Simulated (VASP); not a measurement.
# CdSe (F-43m) in VASP: single point with PBE

Aim: the single point of CdSe with PBE.

Everything below comes from runs of VASP 6.6.1. Logs are shortened: lines on timing, memory, paths and dates and some standing lists are left out, and cuts for length are marked.

## 1. The cell of the first run

The structure is cubic, space group F-43m (No. 216). The conventional cell has a = 6.197 Å, b = 6.197 Å, c = 6.197 Å, α = 90.00°, β = 90.00°, γ = 90.00°. Cd (site symmetry -43m) has 4 Se at 2.68 Å within 3.5 Å. Within 3.5 Å of Se (site symmetry -43m) lie 4 Cd at 2.68 Å.

## 2. Single point, PBE

Input file INCAR:

```
PREC     = Accurate       # precision mode
ENCUT    = 500            # plane-wave cutoff, eV
EDIFF    = 1E-6           # SCF threshold, eV
ISMEAR   = 0              # smearing method
SIGMA    = 0.02           # smearing width, eV
LREAL    = False          # projectors in reciprocal space
LASPH    = True           # aspherical terms in the spheres
NELM     = 120            # most SCF steps
ALGO     = Normal         # electronic algorithm
ISIF     = 2              # what is computed and relaxed
LWAVE    = False          # write WAVECAR
LCHARG   = False          # write CHGCAR
GGA      = PE             # functional
NBANDS   = 16             # bands
GGA_COMPAT= False
```

Input file KPOINTS:

```
Automatic mesh
0
Gamma
  10 10 10
```

Input file POSCAR:

```
CdSe
1.0
    0.0000000000      3.0984146492      3.0984146492
    3.0984146492      0.0000000000      3.0984146492
    3.0984146492      3.0984146492      0.0000000000
Cd Se
1 1
Direct
    0.0000000000      0.0000000000      0.0000000000
    0.2500000000      0.2500000000      0.2500000000
```

Potentials or basis: VASP PAW PBE potentials, release 64 (Cd, Se).

Started as:

```sh
> cat potpaw_PBE.64/Cd/POTCAR potpaw_PBE.64/Se/POTCAR > POTCAR
> mpirun -np 1 vasp_std > vasp.out
```

OUTCAR:

```text
PREC = Accurate
   ENCUT = 500
   EDIFF = 1E-6
   ISMEAR = 0
   LREAL = False
   LASPH = True
   NELM = 120
   ISIF = 2
   GGA = PE

 ion  position               nearest neighbor table
   1  0.000  0.000  0.000-   2 2.68   2 2.68   2 2.68   2 2.68
   2  0.250  0.250  0.250-   1 2.68   1 2.68   1 2.68   1 2.68

  LATTYP: Found a face centered cubic cell.
 ALAT       =     6.1968292984

  Lattice vectors:

 A1 = (   0.0000000000,   3.0984146492,   3.0984146492)
 A2 = (   3.0984146492,   0.0000000000,   3.0984146492)
 A3 = (   3.0984146492,   3.0984146492,   0.0000000000)

Analysis of symmetry for initial positions (statically):
=====================================================================
 Subroutine PRICEL returns:
 Original cell was already a primitive cell.

 Routine SETGRP: Setting up the symmetry group for a
 face centered cubic supercell.

 Subroutine GETGRP returns: Found 24 space group operations
 (whereof 24 operations were pure point group operations)
 out of a pool of 48 trial point group operations.

The static configuration has the point symmetry T_d .

Analysis of symmetry for dynamics (positions and initial velocities):
=====================================================================
 Subroutine PRICEL returns:
 Original cell was already a primitive cell.

 Routine SETGRP: Setting up the symmetry group for a
 face centered cubic supercell.

 Subroutine GETGRP returns: Found 24 space group operations
 (whereof 24 operations were pure point group operations)
 out of a pool of 48 trial point group operations.

The dynamic configuration has the point symmetry T_d .

 Subroutine INISYM returns: Found 24 space group operations
 (whereof 24 operations are pure point group operations),
 and found     1 'primitive' translations

----------------------------------------------------------------------------------------

                                     Primitive cell

  volume of cell :      59.4906

  direct lattice vectors                    reciprocal lattice vectors
     0.000000000  3.098414649  3.098414649    -0.161372849  0.161372849  0.161372849
     3.098414649  0.000000000  3.098414649     0.161372849 -0.161372849  0.161372849
     3.098414649  3.098414649  0.000000000     0.161372849  0.161372849 -0.161372849

  length of vectors
     4.381820019  4.381820019  4.381820019     0.279505974  0.279505974  0.279505974

  position of ions in fractional coordinates (direct lattice)
     0.000000000  0.000000000  0.000000000
     0.250000000  0.250000000  0.250000000

  ion indices of the primitive-cell ions
   primitive index   ion index
                 1           1
                 2           2

----------------------------------------------------------------------------------------

 KPOINTS: Automatic mesh

Automatic generation of k-mesh.
 Grid dimensions read from file:
 generate k-points for:   10   10   10

 Generating k-lattice:

  Cartesian coordinates                     Fractional coordinates (reciprocal lattice)
    -0.016137285  0.016137285  0.016137285     0.100000000  0.000000000  0.000000000
     0.016137285 -0.016137285  0.016137285     0.000000000  0.100000000  0.000000000
     0.016137285  0.016137285 -0.016137285     0.000000000  0.000000000  0.100000000

  Length of vectors
     0.027950597  0.027950597  0.027950597

  Shift w.r.t. Gamma in fractional coordinates (k-lattice)
     0.000000000  0.000000000  0.000000000

 Subroutine IBZKPT returns following result:
 ===========================================

 Found     47 irreducible k-points:

 Following reciprocal coordinates:
            Coordinates               Weight
  0.000000  0.000000  0.000000      1.000000
  0.100000  0.000000  0.000000      8.000000
  0.200000  0.000000  0.000000      8.000000
  0.300000  0.000000  0.000000      8.000000
  0.400000  0.000000  0.000000      8.000000
  0.500000  0.000000  0.000000      4.000000
[... 16 lines left out ...]
  0.300000  0.300000  0.000000      6.000000
  0.400000  0.300000  0.000000     24.000000
 [... further k-points ...]
   k-points           NKPTS =     47   k-points in BZ     NKDIM =     47   number of bands    NBANDS=     16
   number of dos      NEDOS =    301   number of ions     NIONS =      2
   total plane-waves  NPLWV =  32768
   dimension x,y,z NGX =    32 NGY =   32 NGZ =   32
   dimension x,y,z NGXF=    64 NGYF=   64 NGZF=   64
   ions per type =               1   1
   NGX,Y,Z   is equivalent  to a cutoff of  12.14, 12.14, 12.14 a.u.
   NGXF,Y,Z  is equivalent  to a cutoff of  24.28, 24.28, 24.28 a.u.
 SYSTEM =  unknown system
   PREC   = accura    normal or accurate (medium, high low for compatibility)
   ISTART =      0    job   : 0-new  1-cont  2-samecut
   ICHARG =      2    charge: 1-file 2-atom 10-const
   ISPIN  =      1    spin polarized calculation?
   LNONCOLLINEAR =      F non collinear calculations
   LSORBIT =      F    spin-orbit coupling
   LASPH  =      T    aspherical Exc in radial PAW
   ENCUT  =  500.0 eV  36.75 Ry    6.06 a.u.   7.99  7.99  7.99*2*pi/ulx,y,z
   NELM   =    120;   NELMIN=  2; NELMDL= -5     # of ELM steps
   EDIFF  = 0.1E-05   stopping-criterion for ELM
   LREAL  =      F    real-space projection
   EDIFFG = 0.1E-04   stopping-criterion for IOM
   NSW    =      0    number of steps for IOM
   IBRION =     -1    ionic relax: 0-MD 1-quasi-New 2-CG
   NFREE  =      0    steps in history (QN), initial steepest desc. (CG)
   ISIF   =      2    stress and relaxation
   ISYM   =      2    0-nonsym 1-usesym 2-fastsym
   POTIM  = 0.5000    time-step for ionic-motion
   TEBEG  =    0.0;   TEEND  =   0.0 temperature during run
   PSTRESS=    0.0 pullay stress
   NELECT =      18.0000    total number of electrons
   NUPDOWN=      -1.0000    fix difference up-down
   EMIN   =  10.00;   EMAX   =-10.00  energy-range for DOS
   EFERMI =   0.00;   METHOD = LEGACY
   ISMEAR =     0;   SIGMA  =   0.02  broadening in eV -4-tet -1-fermi 0-gaus
   EFERMI_NEDOS =   21; number of points for ismear=-14 and -15
   IALGO  =     38    algorithm
   IMIX   =      4    mixing-type and parameters
     AMIX     =   0.40;   BMIX     =  1.00
     AMIX_MAG =   1.60;   BMIX_MAG =  1.00
  volume/ion in A,a.u.               =      29.75       200.73
  Fermi-wavevector in a.u.,A,eV,Ry     =   1.099047  2.076897 16.434526  1.207904
  Thomas-Fermi vector in A             =   2.235435
   LORBIT       =      0    0 simple, 1 ext, 2 COOP (PROOUT), +10 PAW based schemes
   GGA     = PE    functional components
   LHFCALC =     F    Hartree Fock is set to
   AEXX    =    0.0000 exact exchange contribution
   IVDW    =     0    specifies the selected vdW correction
   LEPSILON=     F    determine dielectric tensor
   LRPA    =     F    only Hartree local field effects (RPA)
 non-spin polarized calculation
 Gauss-broadening in eV      SIGMA  =   0.02
  energy-cutoff  :      500.00
  volume of cell :       59.49
 maximum number of plane-waves:      1524
   NGX = 15   NGY = 15   NGZ = 15

 number of electron      18.0000007 magnetization

 Free energy of the ion-electron system (eV)
  ---------------------------------------------------
  ext. energy  EPLUGINS =         0.00000000
  ---------------------------------------------------
  free energy    TOTEN  =        -5.49991305 eV

  energy without entropy =       -5.49991305  energy(sigma->0) =       -5.49991305

 E-fermi :   0.6250     XC(G=0):  -8.6340

 val. band max:        0.5124730367   @ k =   0.0000   0.0000   0.0000
 cond. band min:       1.0053112905   @ k =   0.0000   0.0000   0.0000
 fundamental gap:      0.4928382538
 Fermi energy:         0.6250107990

 k-point     1 :       0.0000    0.0000    0.0000
  band No.  band energies     occupation
      1     -11.7831      2.00000
      2      -7.2487      2.00000
      3      -7.2487      2.00000
      4      -7.2487      2.00000
      5      -6.9313      2.00000
      6      -6.9313      2.00000
[... 8 lines left out ...]
     15      11.4834      0.00000
     16      11.4834      0.00000

 k-point     2 :       0.1000    0.0000    0.0000
  band No.  band energies     occupation
      1     -11.7525      2.00000
      2      -7.2390      2.00000
      3      -7.2390      2.00000
      4      -7.2203      2.00000
      5      -6.9319      2.00000
      6      -6.9319      2.00000
[... 8 lines left out ...]
     15      10.9135      0.00000
     16      10.9135      0.00000

 k-point     3 :       0.2000    0.0000    0.0000
  band No.  band energies     occupation
      1     -11.6719      2.00000
      2      -7.2153      2.00000
      3      -7.2153      2.00000
      4      -7.1288      2.00000
      5      -6.9313      2.00000
      6      -6.9313      2.00000
[... 8 lines left out ...]
     15      10.4909      0.00000
     16      10.7842      0.00000

 k-point     4 :       0.3000    0.0000    0.0000
  band No.  band energies     occupation
      1     -11.5713      2.00000
      2      -7.1899      2.00000
      3      -7.1899      2.00000
      4      -6.9682      2.00000
      5      -6.9257      2.00000
      6      -6.9257      2.00000
[... 8 lines left out ...]
     15      10.7292      0.00000
     16      10.7292      0.00000

 k-point     5 :       0.4000    0.0000    0.0000
  band No.  band energies     occupation
      1     -11.4893      2.00000
      2      -7.1734      2.00000
      3      -7.1734      2.00000
      4      -6.9163      2.00000
      5      -6.9163      2.00000
      6      -6.7752      2.00000
[... 8 lines left out ...]
     15      11.6069      0.00000
     16      11.6069      0.00000

 k-point     6 :       0.5000    0.0000    0.0000
  band No.  band energies     occupation
      1     -11.4579      2.00000
      2      -7.1683      2.00000
      3      -7.1683      2.00000
      4      -6.9113      2.00000
      5      -6.9113      2.00000
      6      -6.6767      2.00000
[... 8 lines left out ...]
     15      12.4681      0.00000
     16      12.4681      0.00000

 k-point     7 :       0.1000    0.1000    0.0000
  band No.  band energies     occupation
      1     -11.7424      2.00000
      2      -7.2299      2.00000
      3      -7.2299      2.00000
      4      -7.2228      2.00000
      5      -6.9376      2.00000
      6      -6.9266      2.00000
[... 8 lines left out ...]
     15      10.8826      0.00000
     16      11.5706      0.00000

 k-point     8 :       0.2000    0.1000    0.0000
  band No.  band energies     occupation
      1     -11.6785      2.00000
      2      -7.2140      2.00000
      3      -7.2055      2.00000
      4      -7.1551      2.00000
      5      -6.9414      2.00000
      6      -6.9222      2.00000
[... 8 lines left out ...]
     15      11.2989      0.00000
     16      11.5679      0.00000

 k-point     9 :       0.3000    0.1000    0.0000
  band No.  band energies     occupation
      1     -11.5847      2.00000
      2      -7.1914      2.00000
      3      -7.1783      2.00000
      4      -7.0252      2.00000
      5      -6.9306      2.00000
      6      -6.9164      2.00000
[... 8 lines left out ...]
     15      11.2896      0.00000
     16      11.3404      0.00000
[... 172 lines left out ...]
 k-point    19 :       0.5000    0.2000    0.0000
  band No.  band energies     occupation
      1     -11.4236      2.00000
      2      -7.1429      2.00000
      3      -7.1179      2.00000
      4      -6.9619      2.00000
      5      -6.9057      2.00000
      6      -6.6539      2.00000
[... 8 lines left out ...]
     15      12.6162      0.00000
     16      12.6579      0.00000

 k-point    20 :      -0.4000    0.2000    0.0000
  band No.  band energies     occupation
      1     -11.4172      2.00000
      2      -7.1427      2.00000
      3      -7.1247      2.00000
      4      -6.9400      2.00000
      5      -6.9195      2.00000
      6      -6.6204      2.00000
[... 8 lines left out ...]
     15      11.3551      0.00000
     16      12.5045      0.00000

 k-point    21 :      -0.3000    0.2000    0.0000
  band No.  band energies     occupation
      1     -11.4606      2.00000
      2      -7.1477      2.00000
      3      -7.1450      2.00000
      4      -6.9366      2.00000
      5      -6.9356      2.00000
      6      -6.7382      2.00000
[... 8 lines left out ...]
     15      11.4901      0.00000
     16      12.8348      0.00000

 k-point    22 :      -0.2000    0.2000    0.0000
  band No.  band energies     occupation
      1     -11.5373      2.00000
      2      -7.1754      2.00000
      3      -7.1624      2.00000
      4      -6.9721      2.00000
      5      -6.9430      2.00000
      6      -6.8754      2.00000
[... 8 lines left out ...]
     15      11.5806      0.00000
     16      12.6735      0.00000

 k-point    23 :       0.3000    0.3000    0.0000
  band No.  band energies     occupation
      1     -11.5028      2.00000
      2      -7.1107      2.00000
      3      -7.1107      2.00000
      4      -7.0704      2.00000
      5      -6.8989      2.00000
      6      -6.8869      2.00000
[... 8 lines left out ...]
     15      12.2096      0.00000
     16      14.0664      0.00000

 k-point    24 :       0.4000    0.3000    0.0000
  band No.  band energies     occupation
      1     -11.4390      2.00000
      2      -7.1028      2.00000
      3      -7.0834      2.00000
      4      -7.0374      2.00000
      5      -6.8938      2.00000
      6      -6.7794      2.00000
[... 8 lines left out ...]
     15      12.5869      0.00000
     16      13.8668      0.00000

 [... further k-points ...]
[... 5 lines left out ...]
  --------------------------------------------------------------------------------------
  -------------------------------------------------------------------------------------
  Total        0.0835573      0.0835573      0.0835573      0.0000000      0.0000000     -0.0000000
  in kB        2.2503299      2.2503299      2.2503299      0.0000000      0.0000000     -0.0000000
  external PRESSURE =       2.2503299 kB  Pullay stress =       0.0000000 kB

 VOLUME and BASIS-vectors are now :
 -----------------------------------------------------------------------------
  energy-cutoff  :      500.00
  volume of cell :       59.49
      direct lattice vectors                 reciprocal lattice vectors
     0.000000000  3.098414649  3.098414649    -0.161372849  0.161372849  0.161372849
     3.098414649  0.000000000  3.098414649     0.161372849 -0.161372849  0.161372849
     3.098414649  3.098414649  0.000000000     0.161372849  0.161372849 -0.161372849

 POSITION                                       TOTAL-FORCE (eV/Angst)
 -----------------------------------------------------------------------------------
      0.00000      0.00000      0.00000         0.000000     -0.000000     -0.000000
      1.54921      1.54921      1.54921        -0.000000      0.000000      0.000000
 -----------------------------------------------------------------------------------
    total drift:                                0.000000      0.000000      0.000000

  FREE ENERGIE OF THE ION-ELECTRON SYSTEM (eV)
  ---------------------------------------------------
  free  energy   TOTEN  =        -5.4999130457 eV

  energy  without entropy=       -5.4999130457  energy(sigma->0) =       -5.49991305
```

Wall time 84 s (1 thread of Intel Xeon 8259CL, shared host); peak memory 0.2 GiB.

What came out:

| Quantity | Value |
| --- | --- |
| Free energy | -5.4999 eV |
| Pressure | 0.2 GPa |
| Band gap on the k mesh | 0.49 eV |

Levels at points of the mesh, in eV from the valence-band top:
```
           k point  band 6  band 7  band 8  band 9  band 10  band 11  band 12  band 13
(0.00, 0.00, 0.00)   -7.44    0.00    0.00    0.00     0.49     5.93     5.93     5.93
(0.50, 0.00, 0.00)   -7.19   -4.07   -0.67   -0.67     2.32     6.43     6.43     7.25
(0.50, 0.50, 0.00)   -7.13   -3.83   -1.67   -1.67     3.24     3.69     8.86     9.88
```
